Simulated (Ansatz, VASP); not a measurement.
# Te5Mo in VASP and in Ansatz

The input INCAR:

```
SYSTEM = Te5Mo
PREC = Accurate
ENCUT = 600
EDIFF = 1E-6
ISMEAR = 0
SIGMA = 0.1
LREAL = .False.
LASPH = .True.
NELM = 80
ALGO = Normal
ISIF = 3
LWAVE = .False.
LCHARG = .False.
GGA = PE
IBRION = 2
NSW = 100
EDIFFG = -0.01
```

The input KPOINTS:

```
Automatic mesh
0
Gamma
  12 12 4
  0 0 0
```

File POSCAR:

```
Te5Mo
1.0
    3.6916715152      0.0000000000      0.0000000000
   -1.8458357576      3.1970813146      0.0000000000
    0.0000000000      0.0000000000     15.3570751295
Te Mo
5 1
Direct
    0.6666666667      0.3333333333      0.8850774062
    0.3333333333      0.6666666667      0.6436112396
    0.6666666667      0.3333333333      0.5000000000
    0.3333333333      0.6666666667      0.3563887604
    0.6666666667      0.3333333333      0.1149225938
    0.3333333333      0.6666666667      0.0000000000
```

Input for Ansatz:

```yaml
crystal:
  lattice:
    - [3.6916715152, 0.0, 0.0]
    - [-1.8458357576, 3.1970813146, 0.0]
    - [0.0, 0.0, 15.3570751295]
  atoms:
    - { symbol: Te, position: [0.6666666667, 0.3333333333, 0.8850774062] }
    - { symbol: Te, position: [0.3333333333, 0.6666666667, 0.6436112396] }
    - { symbol: Te, position: [0.6666666667, 0.3333333333, 0.5] }
    - { symbol: Te, position: [0.3333333333, 0.6666666667, 0.3563887604] }
    - { symbol: Te, position: [0.6666666667, 0.3333333333, 0.1149225938] }
    - { symbol: Mo, position: [0.3333333333, 0.6666666667, 0.0] }
basis:
  ecutwfc: 420
kpoints:
  mp_grid: { grid: [12, 12, 4] }
hamiltonian:
  xc: pbe
scf:
  occupations: { method: gaussian, width: 0.1 }
output:
  forces: true
  stress: true
  eigenvalues: true
relax:
  adjacent_minimum: "off"
  f_tol: 0.01
  max_steps: 80
  cell: { stress_tol: 0.05 }
```

Change from the starting cell: species swapped into the CeMg5 type (P-6m2, No. 187).

Alike in both runs: task relaxation of cell and atoms; functional PBE; k mesh 12 × 12 × 4; occupations gaussian, width 0.1 eV; no spin polarisation.

```csv
,VASP,Ansatz
version,VASP 6.6.1,Ansatz 0.2.0
potentials or method,"VASP PAW PBE potentials, release 64 (Te, Mo_sv), cutoff 600 eV","scalar-relativistic, plane waves, PAW"
valence electrons in the cell,44,94
```

Ansatz gave:

```
gap on the k mesh at the Fermi level, each at its own relaxed structure (eV)  : none
relaxed volume (Å³/atom)                                                      : 30.23
relaxed length of the cell vector where the two differ most in proportion (Å) : 15.358
```

Q: Estimate VASP's values.

A: gap on the k mesh at the Fermi level, each at its own relaxed structure (eV): none; relaxed volume (Å³/atom): 30.13; relaxed length of the cell vector where the two differ most in proportion (Å): 15.337.

A gap of «none» marks a metal or a gap that the smearing closes. VASP's potentials hold 44 valence electrons a cell and Ansatz's 94, so a difference there can come from the potentials and not from the codes.

Spin-orbit coupling is off throughout.
